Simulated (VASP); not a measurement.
# Sr2SO (P4/mmm) in VASP: further runs

The runs below take Sr2SO through single point, with PBEsol.

Everything below comes from runs of VASP 6.6.1. Logs are shortened: lines on timing, memory, paths and dates and some standing lists are left out, and cuts for length are marked.

### Step 1. The cell of the first run

The structure is tetragonal, space group P4/mmm (No. 123). The conventional cell has a = 4.043 Å, b = 4.043 Å, c = 5.718 Å, α = 90.00°, β = 90.00°, γ = 90.00°. Sr (site symmetry 4/mmm) has 2 S at 2.86 Å and 4 O at 2.86 Å within 3.8 Å. Within 3.8 Å of Sr (site symmetry 4/mmm) lie 2 O at 2.86 Å and 4 S at 2.86 Å. S (site symmetry 4/mmm) has 6 Sr at 2.86 Å within 3.8 Å. Within 3.8 Å of O (site symmetry 4/mmm) lie 6 Sr at 2.86 Å.

### Step 2. Single point, PBEsol

INCAR reads:

```
PREC     = Accurate       # precision mode
ENCUT    = 520            # plane-wave cutoff, eV
EDIFF    = 1E-7           # SCF threshold, eV
ISMEAR   = 0              # smearing method
SIGMA    = 0.01           # smearing width, eV
LREAL    = F              # projectors in reciprocal space
LASPH    = T              # aspherical terms in the spheres
NELM     = 100            # most SCF steps
ALGO     = Normal         # electronic algorithm
ISIF     = 2              # what is computed and relaxed
LWAVE    = F              # write WAVECAR
LCHARG   = F              # write CHGCAR
GGA      = PS             # functional
NBANDS   = 24             # bands
```

KPOINTS reads:

```
Automatic mesh
0
Gamma
  5 5 4
```

POSCAR reads:

```
Sr2SO
1.0
    4.0432370000      0.0000000000      0.0000000000
    0.0000000000      4.0432370000      0.0000000000
    0.0000000000      0.0000000000      5.7180000000
Sr S O
2 1 1
Direct
    0.0000000000      0.0000000000      0.0000000000
    0.5000000000      0.5000000000      0.5000000000
    0.0000000000      0.0000000000      0.5000000000
    0.5000000000      0.5000000000      0.0000000000
```

Potentials or basis: VASP PAW PBE potentials, release 64 (Sr_sv, S, O).

Launch:

```console
$ cat potpaw_PBE.64/Sr_sv/POTCAR potpaw_PBE.64/S/POTCAR potpaw_PBE.64/O/POTCAR > POTCAR
$ mpirun -np 1 vasp_std > vasp.out
```

OUTCAR:

```text
PREC = Accurate
   ENCUT = 520
   EDIFF = 1E-7
   ISMEAR = 0
   LREAL = F
   LASPH = T
   NELM = 100
   ISIF = 2
   GGA = PS

 ion  position               nearest neighbor table
   1  0.000  0.000  0.000-   3 2.86   3 2.86   4 2.86   4 2.86   4 2.86   4 2.86   2 4.04   2 4.04
                             2 4.04   2 4.04   2 4.04   2 4.04   2 4.04   2 4.04
   2  0.500  0.500  0.500-   4 2.86   4 2.86   3 2.86   3 2.86   3 2.86   3 2.86   1 4.04   1 4.04
                             1 4.04   1 4.04   1 4.04   1 4.04   1 4.04   1 4.04
   3  0.000  0.000  0.500-   1 2.86   1 2.86   2 2.86   2 2.86   2 2.86   2 2.86
   4  0.500  0.500  0.000-   2 2.86   2 2.86   1 2.86   1 2.86   1 2.86   1 2.86

  LATTYP: Found a simple tetragonal cell.
 ALAT       =     4.0432370000
 C/A-ratio  =     1.4142134137

  Lattice vectors:

 A1 = (   4.0432370000,   0.0000000000,   0.0000000000)
 A2 = (   0.0000000000,   4.0432370000,   0.0000000000)
 A3 = (   0.0000000000,   0.0000000000,   5.7180000000)

Analysis of symmetry for initial positions (statically):
=====================================================================
 Subroutine PRICEL returns:
 Original cell was already a primitive cell.

 Routine SETGRP: Setting up the symmetry group for a
 simple tetragonal supercell.

 Subroutine GETGRP returns: Found 16 space group operations
 (whereof 16 operations were pure point group operations)
 out of a pool of 16 trial point group operations.

The static configuration has the point symmetry D_4h.

Analysis of symmetry for dynamics (positions and initial velocities):
=====================================================================
 Subroutine PRICEL returns:
 Original cell was already a primitive cell.

 Routine SETGRP: Setting up the symmetry group for a
 simple tetragonal supercell.

 Subroutine GETGRP returns: Found 16 space group operations
 (whereof 16 operations were pure point group operations)
 out of a pool of 16 trial point group operations.

The dynamic configuration has the point symmetry D_4h.

 Subroutine INISYM returns: Found 16 space group operations
 (whereof 16 operations are pure point group operations),
 and found     1 'primitive' translations

----------------------------------------------------------------------------------------

                                     Primitive cell

  volume of cell :      93.4765

  direct lattice vectors                    reciprocal lattice vectors
     4.043237000  0.000000000  0.000000000     0.247326585  0.000000000  0.000000000
     0.000000000  4.043237000  0.000000000     0.000000000  0.247326585  0.000000000
     0.000000000  0.000000000  5.718000000     0.000000000  0.000000000  0.174886324

  length of vectors
     4.043237000  4.043237000  5.718000000     0.247326585  0.247326585  0.174886324

  position of ions in fractional coordinates (direct lattice)
     0.000000000  0.000000000  0.000000000
     0.500000000  0.500000000  0.500000000
     0.000000000  0.000000000  0.500000000
     0.500000000  0.500000000  0.000000000

  ion indices of the primitive-cell ions
   primitive index   ion index
                 1           1
                 2           2
                 3           3
                 4           4

----------------------------------------------------------------------------------------

 KPOINTS: Automatic mesh

Automatic generation of k-mesh.
 Grid dimensions read from file:
 generate k-points for:    5    5    4

 Generating k-lattice:

  Cartesian coordinates                     Fractional coordinates (reciprocal lattice)
     0.049465317  0.000000000  0.000000000     0.200000000  0.000000000  0.000000000
     0.000000000  0.049465317  0.000000000     0.000000000  0.200000000  0.000000000
     0.000000000  0.000000000  0.043721581     0.000000000  0.000000000  0.250000000

  Length of vectors
     0.049465317  0.049465317  0.043721581

  Shift w.r.t. Gamma in fractional coordinates (k-lattice)
     0.000000000  0.000000000  0.000000000

 Subroutine IBZKPT returns following result:
 ===========================================

 Found     18 irreducible k-points:

 Following reciprocal coordinates:
            Coordinates               Weight
  0.000000  0.000000  0.000000      1.000000
  0.200000  0.000000  0.000000      4.000000
  0.400000  0.000000  0.000000      4.000000
  0.200000  0.200000  0.000000      4.000000
  0.400000  0.200000  0.000000      8.000000
  0.400000  0.400000  0.000000      4.000000
[... 10 lines left out ...]
  0.400000  0.200000  0.500000      8.000000
  0.400000  0.400000  0.500000      4.000000
   k-points           NKPTS =     18   k-points in BZ     NKDIM =     18   number of bands    NBANDS=     24
   number of dos      NEDOS =    301   number of ions     NIONS =      4
   total plane-waves  NPLWV =  43200
   dimension x,y,z NGX =    30 NGY =   30 NGZ =   48
   dimension x,y,z NGXF=    60 NGYF=   60 NGZF=   96
   ions per type =               2   1   1
   NGX,Y,Z   is equivalent  to a cutoff of  12.34, 12.34, 13.96 a.u.
   NGXF,Y,Z  is equivalent  to a cutoff of  24.67, 24.67, 27.91 a.u.
 SYSTEM =  unknown system
   PREC   = accura    normal or accurate (medium, high low for compatibility)
   ISTART =      0    job   : 0-new  1-cont  2-samecut
   ICHARG =      2    charge: 1-file 2-atom 10-const
   ISPIN  =      1    spin polarized calculation?
   LNONCOLLINEAR =      F non collinear calculations
   LSORBIT =      F    spin-orbit coupling
   LASPH  =      T    aspherical Exc in radial PAW
   ENCUT  =  520.0 eV  38.22 Ry    6.18 a.u.   7.52  7.52 10.63*2*pi/ulx,y,z
   NELM   =    100;   NELMIN=  2; NELMDL= -5     # of ELM steps
   EDIFF  = 0.1E-06   stopping-criterion for ELM
   LREAL  =      F    real-space projection
   EDIFFG = 0.1E-05   stopping-criterion for IOM
   NSW    =      0    number of steps for IOM
   IBRION =     -1    ionic relax: 0-MD 1-quasi-New 2-CG
   NFREE  =      0    steps in history (QN), initial steepest desc. (CG)
   ISIF   =      2    stress and relaxation
   ISYM   =      2    0-nonsym 1-usesym 2-fastsym
   POTIM  = 0.5000    time-step for ionic-motion
   TEBEG  =    0.0;   TEEND  =   0.0 temperature during run
   PSTRESS=    0.0 pullay stress
   NELECT =      32.0000    total number of electrons
   NUPDOWN=      -1.0000    fix difference up-down
   EMIN   =  10.00;   EMAX   =-10.00  energy-range for DOS
   EFERMI =   0.00;   METHOD = LEGACY
   ISMEAR =     0;   SIGMA  =   0.01  broadening in eV -4-tet -1-fermi 0-gaus
   EFERMI_NEDOS =   21; number of points for ismear=-14 and -15
   IALGO  =     38    algorithm
   IMIX   =      4    mixing-type and parameters
     AMIX     =   0.40;   BMIX     =  1.00
     AMIX_MAG =   1.60;   BMIX_MAG =  1.00
  volume/ion in A,a.u.               =      23.37       157.70
  Fermi-wavevector in a.u.,A,eV,Ry     =   1.145225  2.164161 17.844574  1.311539
  Thomas-Fermi vector in A             =   2.281914
   LORBIT       =      0    0 simple, 1 ext, 2 COOP (PROOUT), +10 PAW based schemes
   GGA     = PS    functional components
   LHFCALC =     F    Hartree Fock is set to
   AEXX    =    0.0000 exact exchange contribution
   IVDW    =     0    specifies the selected vdW correction
   LEPSILON=     F    determine dielectric tensor
   LRPA    =     F    only Hartree local field effects (RPA)
 non-spin polarized calculation
 Gauss-broadening in eV      SIGMA  =   0.01
  energy-cutoff  :      520.00
  volume of cell :       93.48
 maximum number of plane-waves:      2566
 NGX is ok and might be reduce to    30
   NGX = 15   NGY = 15   NGZ = 21

 number of electron      31.9999994 magnetization

 Free energy of the ion-electron system (eV)
  ---------------------------------------------------
  ext. energy  EPLUGINS =         0.00000000
  ---------------------------------------------------
  free energy    TOTEN  =       -22.24450379 eV

  energy without entropy =      -22.24450379  energy(sigma->0) =      -22.24450379

 E-fermi :   1.8289     XC(G=0):  -9.3364

 val. band max:        1.6773220616   @ k =   0.0000   0.0000   0.0000
 cond. band min:       3.7972273920   @ k =   0.0000   0.0000   0.0000
 fundamental gap:      2.1199053304
 Fermi energy:         1.8288519197

 k-point     1 :       0.0000    0.0000    0.0000
  band No.  band energies     occupation
      1     -31.7057      2.00000
      2     -31.6287      2.00000
      3     -14.0404      2.00000
      4     -13.7789      2.00000
      5     -13.7789      2.00000
      6     -13.5845      2.00000
[... 16 lines left out ...]
     23       7.0954      0.00000
     24       8.5740      0.00000

 k-point     2 :       0.2000    0.0000    0.0000
  band No.  band energies     occupation
      1     -31.6992      2.00000
      2     -31.6266      2.00000
      3     -14.0035      2.00000
      4     -13.9485      2.00000
      5     -13.8417      2.00000
      6     -13.7524      2.00000
[... 16 lines left out ...]
     23       8.1758      0.00000
     24       8.7384      0.00000

 k-point     3 :       0.4000    0.0000    0.0000
  band No.  band energies     occupation
      1     -31.6883      2.00000
      2     -31.6235      2.00000
      3     -14.1762      2.00000
      4     -14.1367      2.00000
      5     -13.9308      2.00000
      6     -13.7024      2.00000
[... 16 lines left out ...]
     23       8.4399      0.00000
     24       8.6942      0.00000
[... 352 lines left out ...]
 k-point    17 :       0.4000    0.2000    0.5000
  band No.  band energies     occupation
      1     -31.6835      2.00000
      2     -31.6197      2.00000
      3     -14.3134      2.00000
      4     -14.2375      2.00000
      5     -13.8158      2.00000
      6     -13.7468      2.00000
[... 16 lines left out ...]
     23       8.8893      0.00000
     24       9.2010      0.00000

 k-point    18 :       0.4000    0.4000    0.5000
  band No.  band energies     occupation
      1     -31.6777      2.00000
      2     -31.6124      2.00000
      3     -14.1368      2.00000
      4     -14.0326      2.00000
      5     -13.9484      2.00000
      6     -13.8408      2.00000
[... 16 lines left out ...]
     23       9.6058      0.00000
     24       9.7865      0.00000

------------------------ aborting loop because EDIFF is reached ----------------------------------------

  FORCE on cell =-STRESS in cart. coord.  units (eV):
  Direction    XX          YY          ZZ          XY          YZ          ZX
  --------------------------------------------------------------------------------------
  -------------------------------------------------------------------------------------
  Total       -1.4341857     -1.4341857     -1.3610667      0.0000000      0.0000000      0.0000000
  in kB      -24.5817848    -24.5817848    -23.3285338      0.0000000      0.0000000      0.0000000
  external PRESSURE =     -24.1640345 kB  Pullay stress =       0.0000000 kB

 VOLUME and BASIS-vectors are now :
 -----------------------------------------------------------------------------
  energy-cutoff  :      520.00
  volume of cell :       93.48
      direct lattice vectors                 reciprocal lattice vectors
     4.043237000  0.000000000  0.000000000     0.247326585  0.000000000  0.000000000
     0.000000000  4.043237000  0.000000000     0.000000000  0.247326585  0.000000000
     0.000000000  0.000000000  5.718000000     0.000000000  0.000000000  0.174886324

 POSITION                                       TOTAL-FORCE (eV/Angst)
 -----------------------------------------------------------------------------------
      0.00000      0.00000      0.00000         0.000000      0.000000      0.000000
      2.02162      2.02162      2.85900         0.000000      0.000000      0.000000
      0.00000      0.00000      2.85900         0.000000      0.000000      0.000000
      2.02162      2.02162      0.00000         0.000000      0.000000      0.000000
 -----------------------------------------------------------------------------------
    total drift:                                0.000000      0.000000     -0.000000

  FREE ENERGIE OF THE ION-ELECTRON SYSTEM (eV)
  ---------------------------------------------------
  free  energy   TOTEN  =       -22.2445037880 eV

  energy  without entropy=      -22.2445037880  energy(sigma->0) =      -22.24450379
```

Run time: 69 s. Hardware: 1 thread of Intel Xeon 8259CL, shared host; peak memory 0.22 GiB.

Results:

* Free energy: -22.2445 eV
* Pressure: -2.4 GPa
* Band gap on the k mesh: 2.12 eV

Caveat: the PAW data sets were made with another functional, which shifts forces and pressure a little.

### Step 3. Single point, PBEsol

INCAR reads:

```
SYSTEM = Sr2SO
PREC = Accurate ; ENCUT = 520
EDIFF = 1E-6 ; ISMEAR = 0
SIGMA = 0.01 ; LREAL = .FALSE.
LASPH = .TRUE. ; NELM = 100
ALGO = Normal ; ISIF = 2
LWAVE = .FALSE. ; LCHARG = .TRUE.
GGA = PS ; LELF = .TRUE.
LVHAR = .TRUE. ; NBANDS = 24
```

KPOINTS reads:

```
Automatic mesh
0
G
  5 5 4
  0 0 0
```

POSCAR is that of step 2.

Potentials or basis: VASP PAW PBE potentials, release 64 (Sr_sv, S, O).

Launch:

```console
$ cat potpaw_PBE.64/Sr_sv/POTCAR potpaw_PBE.64/S/POTCAR potpaw_PBE.64/O/POTCAR > POTCAR
$ mpirun -np 1 vasp_std > vasp.out
```

Run time: 78 s. Hardware: 1 thread of Intel Xeon 8259CL, shared host; peak memory 0.21 GiB.

The run converged. Its results:

```
Free energy            : -22.2445 eV
Pressure               : -2.4 GPa
Band gap on the k mesh : 2.12 eV
```

Stress tensor (GPa, compression positive):
```
-2.45  0.00  0.00
 0.00 -2.45  0.00
 0.00  0.00 -2.33
```

Levels at points of the mesh, in eV from the valence-band top:
```
           k point  band 13  band 14  band 15  band 16  band 17  band 18  band 19  band 20
(0.00, 0.00, 0.00)    -0.65    -0.04     0.00     0.00     2.12     2.77     4.56     4.56
(0.00, 0.00, 0.50)    -0.74    -0.74    -0.11    -0.11     2.49     4.01     4.13     5.07
```

Caveat: the PAW data sets were made with another functional, which shifts forces and pressure a little.
